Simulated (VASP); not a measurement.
# Ga (P2_1/m) in VASP: a series of runs

The runs below take Ga through single point, with r2SCAN, PBE0.

All numbers are computed with VASP 6.6.1; they aren't measurements. Logs are shortened: lines on timing, memory, paths and dates and some standing lists are left out, and cuts for length are marked.

## Step 1: The cell of the first run

Symmetry: P2_1/m, No. 11, monoclinic system. The conventional cell has a = 2.815 Å, b = 3.325 Å, c = 4.266 Å, α = 90.00°, β = 108.61°, γ = 90.00°. Ga (site symmetry m) has 10 Ga at 2.75 to 3.32 Å within 3.6 Å.

## Step 2: Single point, r2SCAN

The input, POSCAR:

```
Ga
1.0
    2.8149844631      0.0000000000      0.0000000000
    0.0000000000      3.3247928052      0.0000000000
   -1.3611098509      0.0000000000      4.0427827924
Ga
2
Direct
    0.1345962700      0.7500000000      0.7701668300
    0.8654037300      0.2500000000      0.2298331700
```

The input, INCAR.step1:

```
SYSTEM = Ga
ALGO = Normal
EDIFF = 1E-4
ENCUT = 520
GGA = PE
ISMEAR = -1
LASPH = .TRUE.
LCHARG = .FALSE.
LREAL = .FALSE.
LWAVE = .TRUE.
NBANDS = 20
NELM = 80
PREC = Accurate
SIGMA = 0.05
```

The input, INCAR.step2:

```
SYSTEM = Ga
ALGO = Normal
EDIFF = 1E-6
ENCUT = 520
ISIF = 2
ISMEAR = -1
ISTART = 1
LASPH = .TRUE.
LCHARG = .FALSE.
LMIXTAU = .TRUE.
LREAL = .FALSE.
LWAVE = .FALSE.
METAGGA = R2SCAN
NBANDS = 20
NELM = 80
PREC = Accurate
SIGMA = 0.05
```

The input, KPOINTS:

```
k-points
0
G
  10 8 7
  0 0 0
```

Potentials or basis: VASP PAW PBE potentials, release 64 (Ga_d).

Run with:

```sh
$ cat potpaw_PBE.64/Ga_d/POTCAR > POTCAR
$ cp INCAR.step1 INCAR
$ mpirun -np 1 vasp_std > vasp.out
$ cp INCAR.step2 INCAR
$ mpirun -np 1 vasp_std > vasp.out
```

OUTCAR:

```text
SYSTEM = Ga
   EDIFF = 1E-6
   ENCUT = 520
   ISIF = 2
   ISMEAR = -1
   ISTART = 1
   LASPH = .TRUE.
   LREAL = .FALSE.
   METAGGA = R2SCAN
   NELM = 80
   PREC = Accurate

 ion  position               nearest neighbor table
   1  0.135  0.750  0.770-   2 2.75   2 2.75   2 2.85   2 2.85   2 2.88   2 2.88
   2  0.865  0.250  0.230-   1 2.75   1 2.75   1 2.85   1 2.85   1 2.88   1 2.88

  LATTYP: Found a simple monoclinic cell.
 ALAT       =     2.8149844631
 B/A-ratio  =     1.1811052064
 C/A-ratio  =     1.5153762184
 COS(beta)  =    -0.3190778872

  Lattice vectors:

 A1 = (   2.8149844631,   0.0000000000,   0.0000000000)
 A2 = (   0.0000000000,   3.3247928052,   0.0000000000)
 A3 = (  -1.3611098509,   0.0000000000,   4.0427827924)

Analysis of symmetry for initial positions (statically):
=====================================================================
 Subroutine PRICEL returns:
 Original cell was already a primitive cell.

 Routine SETGRP: Setting up the symmetry group for a
 simple monoclinic supercell.

 Subroutine GETGRP returns: Found  4 space group operations
 (whereof  2 operations were pure point group operations)
 out of a pool of  4 trial point group operations.

The static configuration has the point symmetry S_2 .
 The point group associated with its full space group is C_2h.

Analysis of symmetry for dynamics (positions and initial velocities):
=====================================================================
 Subroutine PRICEL returns:
 Original cell was already a primitive cell.

 Routine SETGRP: Setting up the symmetry group for a
 simple monoclinic supercell.

 Subroutine GETGRP returns: Found  4 space group operations
 (whereof  2 operations were pure point group operations)
 out of a pool of  4 trial point group operations.

The dynamic configuration has the point symmetry S_2 .
 The point group associated with its full space group is C_2h.

 Subroutine INISYM returns: Found  4 space group operations
 (whereof  2 operations are pure point group operations),
 and found     1 'primitive' translations

----------------------------------------------------------------------------------------

                                     Primitive cell

  volume of cell :      37.8374

  direct lattice vectors                    reciprocal lattice vectors
     2.814984463  0.000000000  0.000000000     0.355241748  0.000000000  0.119601539
     0.000000000  3.324792805  0.000000000     0.000000000  0.300770622  0.000000000
    -1.361109851  0.000000000  4.042782792     0.000000000  0.000000000  0.247354372

  length of vectors
     2.814984463  3.324792805  4.265760510     0.374834933  0.300770622  0.247354372

  position of ions in fractional coordinates (direct lattice)
     0.134596270  0.750000000  0.770166830
     0.865403730  0.250000000  0.229833170

  ion indices of the primitive-cell ions
   primitive index   ion index
                 1           1
                 2           2

----------------------------------------------------------------------------------------

 KPOINTS: k-points

Automatic generation of k-mesh.
 Grid dimensions read from file:
 generate k-points for:   10    8    7

 Generating k-lattice:

  Cartesian coordinates                     Fractional coordinates (reciprocal lattice)
     0.035524175  0.000000000  0.011960154     0.100000000  0.000000000  0.000000000
     0.000000000  0.037596328  0.000000000     0.000000000  0.125000000  0.000000000
     0.000000000  0.000000000  0.035336339     0.000000000  0.000000000  0.142857143

  Length of vectors
     0.037483493  0.037596328  0.035336339

  Shift w.r.t. Gamma in fractional coordinates (k-lattice)
     0.000000000  0.000000000  0.000000000

 Subroutine IBZKPT returns following result:
 ===========================================

 Found    180 irreducible k-points:

 Following reciprocal coordinates:
            Coordinates               Weight
  0.000000  0.000000  0.000000      1.000000
  0.100000  0.000000  0.000000      2.000000
  0.200000  0.000000  0.000000      2.000000
  0.300000  0.000000  0.000000      2.000000
  0.400000  0.000000  0.000000      2.000000
  0.500000  0.000000  0.000000      1.000000
[... 16 lines left out ...]
  0.400000  0.375000  0.000000      4.000000
  0.500000  0.375000  0.000000      2.000000
 [... further k-points ...]
   k-points           NKPTS =    180   k-points in BZ     NKDIM =    180   number of bands    NBANDS=     20
   number of dos      NEDOS =    301   number of ions     NIONS =      2
   total plane-waves  NPLWV =  21504
   dimension x,y,z NGX =    24 NGY =   28 NGZ =   32
   dimension x,y,z NGXF=    48 NGYF=   56 NGZF=   64
   ions per type =               2
   NGX,Y,Z   is equivalent  to a cutoff of  14.17, 14.00, 12.47 a.u.
   NGXF,Y,Z  is equivalent  to a cutoff of  28.35, 28.00, 24.94 a.u.
 SYSTEM =  Ga
   PREC   = accura    normal or accurate (medium, high low for compatibility)
[... 41 lines left out ...]
  volume of cell :       37.84
 maximum number of plane-waves:      1035
 NGX is ok and might be reduce to    24
   NGX = 11   NGY = 13   NGZ = 15

 number of electron      26.0000006 magnetization

 Free energy of the ion-electron system (eV)
  ---------------------------------------------------
  ext. energy  EPLUGINS =         0.00000000
  ---------------------------------------------------
  free energy    TOTEN  =       -22.72481629 eV

  energy without entropy =      -22.72107288  energy(sigma->0) =      -22.72294458

 E-fermi :   5.3514     XC(G=0): -12.0315

 val. band max:        5.2688599528   @ k =   0.3000   0.0000   0.0000
 cond. band min:       5.3562552914   @ k =   0.2000   0.1250   0.0000
 fundamental gap:      0.0873953386
 Fermi energy:         5.3513985995

 k-point     1 :       0.0000    0.0000    0.0000
  band No.  band energies     occupation
      1     -10.2954      2.00000
      2     -10.2864      2.00000
      3     -10.2259      2.00000
      4     -10.2247      2.00000
      5      -9.9782      2.00000
      6      -9.9750      2.00000
[... 12 lines left out ...]
     19      16.7053      0.00000
     20      18.7063      0.00000

 k-point     2 :       0.1000    0.0000    0.0000
  band No.  band energies     occupation
      1     -10.2795      2.00000
      2     -10.2787      2.00000
      3     -10.2153      2.00000
      4     -10.1819      2.00000
      5      -9.9945      2.00000
      6      -9.9880      2.00000
[... 12 lines left out ...]
     19      17.2035      0.00000
     20      20.0146      0.00000

 k-point     3 :       0.2000    0.0000    0.0000
  band No.  band energies     occupation
      1     -10.2621      2.00000
      2     -10.2441      2.00000
      3     -10.1671      2.00000
      4     -10.0995      2.00000
      5     -10.0379      2.00000
      6     -10.0166      2.00000
[... 12 lines left out ...]
     19      17.4217      0.00000
     20      21.1025      0.00000

 k-point     4 :       0.3000    0.0000    0.0000
  band No.  band energies     occupation
      1     -10.2433      2.00000
      2     -10.2123      2.00000
      3     -10.1263      2.00000
      4     -10.1019      2.00000
      5     -10.0937      2.00000
      6      -9.9841      2.00000
[... 12 lines left out ...]
     19      17.6282      0.00000
     20      19.7707      0.00000

 k-point     5 :       0.4000    0.0000    0.0000
  band No.  band energies     occupation
      1     -10.2311      2.00000
      2     -10.2097      2.00000
      3     -10.1417      2.00000
      4     -10.1291      2.00000
      5     -10.1088      2.00000
      6      -9.9919      2.00000
[... 12 lines left out ...]
     19      16.4858      0.00000
     20      18.4372      0.00000
[... 353 lines left out ...]
      6     -10.0388      2.00000
[... 12 lines left out ...]
     19      15.6658      0.00000
     20      17.4312      0.00000

 k-point    22 :       0.3000    0.3750    0.0000
  band No.  band energies     occupation
      1     -10.2589      2.00000
      2     -10.2057      2.00000
      3     -10.1603      2.00000
      4     -10.0988      2.00000
      5     -10.0311      2.00000
      6     -10.0170      2.00000
[... 12 lines left out ...]
     19      13.8069      0.00000
     20      16.0200      0.00000

 k-point    23 :       0.4000    0.3750    0.0000
  band No.  band energies     occupation
      1     -10.2754      2.00000
      2     -10.2077      2.00000
      3     -10.1998      2.00000
      4     -10.1411      2.00000
      5     -10.0285      2.00000
      6      -9.9787      2.00000
[... 12 lines left out ...]
     19      14.3412      0.00000
     20      17.2150      0.00000

 k-point    24 :       0.5000    0.3750    0.0000
  band No.  band energies     occupation
      1     -10.2827      2.00000
      2     -10.2218      2.00000
      3     -10.1907      2.00000
      4     -10.1720      2.00000
      5     -10.0297      2.00000
      6      -9.9588      2.00000
[... 12 lines left out ...]
     19      16.3692      0.00000
     20      16.9195      0.00000

 [... further k-points ...]

------------------------ aborting loop because EDIFF is reached ----------------------------------------

  FORCE on cell =-STRESS in cart. coord.  units (eV):
  Direction    XX          YY          ZZ          XY          YZ          ZX
  --------------------------------------------------------------------------------------
  -------------------------------------------------------------------------------------
  Total       -0.3974607     -0.6879114     -0.5360737      0.0000000      0.0000000     -0.0919900
  in kB      -16.8299850    -29.1287677    -22.6993857      0.0000000      0.0000000     -3.8952045
  external PRESSURE =     -22.8860461 kB  Pullay stress =       0.0000000 kB

 VOLUME and BASIS-vectors are now :
 -----------------------------------------------------------------------------
  energy-cutoff  :      520.00
  volume of cell :       37.84
      direct lattice vectors                 reciprocal lattice vectors
     2.814984463  0.000000000  0.000000000     0.355241748  0.000000000  0.119601539
     0.000000000  3.324792805  0.000000000     0.000000000  0.300770622  0.000000000
    -1.361109851  0.000000000  4.042782792     0.000000000  0.000000000  0.247354372

 POSITION                                       TOTAL-FORCE (eV/Angst)
 -----------------------------------------------------------------------------------
     -0.66940      2.49359      3.11362        -0.010610      0.000000     -0.033572
      2.12327      0.83120      0.92917         0.010610      0.000000      0.033572
 -----------------------------------------------------------------------------------
    total drift:                               -0.000000     -0.000000      0.000000

  FREE ENERGIE OF THE ION-ELECTRON SYSTEM (eV)
  ---------------------------------------------------
  free  energy   TOTEN  =       -22.7248162891 eV

  energy  without entropy=      -22.7210728760  energy(sigma->0) =      -22.72294458
```

Run time: 3.4 min. Hardware: 1 thread of Intel Xeon Platinum 8488C (Sapphire Rapids), shared host; peak memory 0.24 GiB.

What came out:

```
Free energy            : -22.7248 eV
Pressure               : -2.3 GPa
Largest force          : 0.035 eV/Å
Band gap on the k mesh : zero (bands 13 and 14 overlap by 8.40 eV)
```

Forces on the atoms (eV/Å):
```
Ga  -0.011  0.000 -0.034
Ga   0.011  0.000  0.034
```

Levels at points of the mesh, in eV from the Fermi level:
| k point | band 11 | band 12 | band 13 | band 14 | band 15 | band 16 |
| --- | --- | --- | --- | --- | --- | --- |
| (0.00, 0.00, 0.00) | -11.65 | -2.15 | -1.47 | 1.87 | 5.97 | 9.44 |
| (0.50, 0.00, 0.00) | -6.46 | -5.35 | -1.47 | 0.33 | 6.29 | 6.71 |
| (0.00, 0.50, 0.00) | -8.00 | -8.00 | 1.75 | 1.75 | 2.87 | 2.87 |
| (0.50, 0.50, 0.00) | -3.01 | -3.01 | -1.75 | -1.75 | 2.23 | 2.23 |

Caveat: the PAW data sets were made with another functional, which shifts forces and pressure a little.

## Step 3: Single point, r2SCAN

This run uses another cell than the first one, of 19.28 Å³/atom.

The input, POSCAR:

```
Ga
1.0
    2.8329147839      0.0000000000      0.0000000000
    0.0000000000      3.3459704005      0.0000000000
   -1.3697795742      0.0000000000      4.0685336955
Ga
2
Direct
    0.1345962700      0.7500000000      0.7701668300
    0.8654037300      0.2500000000      0.2298331700
```

The input, INCAR.step1:

```
SYSTEM = Ga
ALGO = Normal
EDIFF = 1E-4
ENCUT = 520
GGA = PE
ISMEAR = -1
LASPH = .True.
LCHARG = .False.
LREAL = .False.
LWAVE = .True.
NBANDS = 20
NELM = 60
PREC = Accurate
SIGMA = 0.05
```

The input, INCAR.step2:

```
SYSTEM = Ga
ALGO = Normal
EDIFF = 1E-6
ENCUT = 520
ISIF = 2
ISMEAR = -1
ISTART = 1
LASPH = .True.
LCHARG = .False.
LMIXTAU = .True.
LREAL = .False.
LWAVE = .False.
METAGGA = R2SCAN
NBANDS = 20
NELM = 60
PREC = Accurate
SIGMA = 0.05
```

The input, KPOINTS:

```
k-points
0
Gamma
  10 8 7
  0 0 0
```

Potentials or basis: VASP PAW PBE potentials, release 64 (Ga_d).

Run with:

```sh
$ cat potpaw_PBE.64/Ga_d/POTCAR > POTCAR
$ cp INCAR.step1 INCAR
$ mpirun -np 1 vasp_std > vasp.out
$ cp INCAR.step2 INCAR
$ mpirun -np 1 vasp_std > vasp.out
```

Run time: 3.5 min. Hardware: 1 thread of Intel Xeon Platinum 8488C (Sapphire Rapids), shared host; peak memory 0.24 GiB.

Results (log left out):

```yaml
Free_energy: -22.7126 eV
Pressure: -3.2 GPa
Largest_force: 0.028 eV/Å
Band_gap_on_the_k_mesh: zero (bands 13 and 14 overlap by 8.26 eV)
```

Forces on the atoms (eV/Å):
```
Ga  -0.015  0.000 -0.024
Ga   0.015  0.000  0.024
```

Stress tensor (GPa, compression positive):
```
-2.58  0.00 -0.39
 0.00 -3.80  0.00
-0.39  0.00 -3.12
```

Levels at points of the mesh, in eV from the Fermi level:
| k point | band 9 | band 10 | band 11 | band 12 | band 13 | band 14 | band 15 | band 16 | band 17 | band 18 |
| --- | --- | --- | --- | --- | --- | --- | --- | --- | --- | --- |
| (0.00, 0.00, 0.00) | -15.24 | -15.12 | -11.48 | -2.08 | -1.52 | 1.87 | 5.95 | 9.32 | 10.45 | 10.76 |
| (0.50, 0.00, 0.00) | -15.17 | -15.14 | -6.40 | -5.25 | -1.42 | 0.30 | 6.21 | 6.61 | 8.81 | 9.24 |
| (0.00, 0.50, 0.00) | -15.17 | -15.17 | -7.90 | -7.90 | 1.76 | 1.76 | 2.83 | 2.83 | 11.61 | 11.61 |
| (0.50, 0.50, 0.00) | -15.14 | -15.14 | -2.99 | -2.99 | -1.72 | -1.72 | 2.22 | 2.22 | 4.82 | 4.82 |

Caveat: the cell stands under tension; the PAW data sets were made with another functional, which shifts forces and pressure a little.

## Step 4: Single point, PBE0

This run uses another cell than the first one, of 18.19 Å³/atom.

The input, POSCAR:

```
Ga
1.0
    2.7784220849      0.0000000000      0.0000000000
    0.0000000000      3.2816087900      0.0000000000
   -1.3434310986      0.0000000000      3.9902731763
Ga
2
Direct
    0.1345962700      0.7500000000      0.7701668300
    0.8654037300      0.2500000000      0.2298331700
```

The input, INCAR.step1:

```
SYSTEM = Ga
  PREC = Accurate
  ENCUT = 520
  EDIFF = 1E-5
  ISMEAR = -1
  SIGMA = 0.05
  LREAL = .False.
  LASPH = .True.
  NELM = 60
  ALGO = Normal
  ISIF = 2
  LWAVE = .True.
  LCHARG = .False.
  GGA = PE
  NBANDS = 20
```

The input, INCAR.step2:

```
SYSTEM = Ga
  PREC = Accurate
  ENCUT = 520
  EDIFF = 1E-7
  ISMEAR = -1
  SIGMA = 0.05
  LREAL = .False.
  LASPH = .True.
  NELM = 60
  ALGO = Normal
  ISIF = 2
  LWAVE = .False.
  LCHARG = .False.
  GGA = PE
  LHFCALC = .True.
  AEXX = 0.25
  PRECFOCK = Normal
  ISTART = 1
  NBANDS = 20
```

The input, KPOINTS:

```
regular mesh
0
Gamma
  6 4 4
  0 0 0
```

Run with:

```sh
$ cat potpaw_PBE.64/Ga_d/POTCAR > POTCAR
$ cp INCAR.step1 INCAR
$ mpirun -np 1 vasp_std > vasp.out
$ cp INCAR.step2 INCAR
$ mpirun -np 1 vasp_std > vasp.out
```

Wall time 2 h (1 thread of Oxide Virtual Turin-like, shared host); peak memory 0.15 GiB.

The run converged. Its results:

* Free energy: -7.3017 eV
* Pressure: -0.4 GPa
* Largest force: 0.180 eV/Å
* Band gap on the k mesh: zero (bands 13 and 14 overlap by 10.31 eV)

Forces in eV/Å, atoms in the order of the input:
```
Ga  -0.030  0.000  0.177
Ga   0.030  0.000 -0.177
```

Stress tensor (GPa, compression positive):
```
 0.36  0.00  0.04
 0.00 -0.67  0.00
 0.04  0.00 -0.82
```

Levels at points of the mesh, in eV from the Fermi level:
| k point | band 9 | band 10 | band 11 | band 12 | band 13 | band 14 | band 15 | band 16 | band 17 | band 18 |
| --- | --- | --- | --- | --- | --- | --- | --- | --- | --- | --- |
| (0.00, 0.00, 0.00) | -17.90 | -17.77 | -13.09 | -2.59 | -1.48 | 2.69 | 6.55 | 10.71 | 11.89 | 12.31 |
| (0.50, 0.00, 0.00) | -17.82 | -17.79 | -7.31 | -6.22 | -1.84 | 0.96 | 7.56 | 8.02 | 10.16 | 10.63 |
| (0.00, 0.50, 0.00) | -17.82 | -17.82 | -9.09 | -9.09 | 2.42 | 2.42 | 3.61 | 3.61 | 13.27 | 13.27 |
| (0.50, 0.50, 0.00) | -17.79 | -17.79 | -3.38 | -3.38 | -2.02 | -2.02 | 3.04 | 3.04 | 5.58 | 5.58 |
| (0.00, 0.00, 0.50) | -17.86 | -17.82 | -10.83 | -9.87 | 5.09 | 6.25 | 7.38 | 7.69 | 8.57 | 12.13 |
| (0.50, 0.00, 0.50) | -17.83 | -17.79 | -7.20 | -6.22 | -2.04 | 0.70 | 7.68 | 8.31 | 10.11 | 10.93 |
| (0.00, 0.50, 0.50) | -17.90 | -17.90 | -7.00 | -7.00 | -5.21 | -5.21 | 12.36 | 12.36 | 13.81 | 13.81 |
| (0.50, 0.50, 0.50) | -17.79 | -17.79 | -3.27 | -3.27 | -2.00 | -2.00 | 2.76 | 2.76 | 5.37 | 5.37 |

Caveat: the k points lie up to 0.48 Å⁻¹ apart, too coarse for converged energies and pressures of a metal; the PAW data sets were made with another functional, which shifts forces and pressure a little.

## Step 5: Overview

| level | cell | k mesh | grid for exact exchange (PRECFOCK) | share of exact exchange | gap on the mesh (eV) | pressure (GPa) | largest force (eV/Å) |
| --- | --- | --- | --- | --- | --- | --- | --- |
| r2SCAN | a = 2.815, b = 3.325, c = 4.266 Å, angles 90.0, 108.6, 90.0°, 2 atoms | 10 × 8 × 7 | - | - | none | -2.3 | 0.04 |
| r2SCAN | a = 2.833, b = 3.346, c = 4.293 Å, angles 90.0, 108.6, 90.0°, 2 atoms | 10 × 8 × 7 | - | - | none | -3.2 | 0.03 |
| PBE0 | a = 2.778, b = 3.282, c = 4.210 Å, angles 90.0, 108.6, 90.0°, 2 atoms | 6 × 4 × 4 | Normal | 0.25 | none | -0.4 | 0.18 |

Alike in all rows: task single point; potentials or basis VASP PAW PBE potentials, release 64 (Ga_d); no spin polarisation; cutoff (eV) 520; smearing fermi-dirac 0.05 eV.

Caveats: some runs use coarse meshes; the PAW data sets were made with another functional, which shifts forces and pressure a little; the cell stands under tension (at least some runs).

Total energies depend on the potentials used, so only differences within one code and one set of settings carry meaning.

The gap in the log of VASP goes by the Fermi energy; the results here count the filled bands.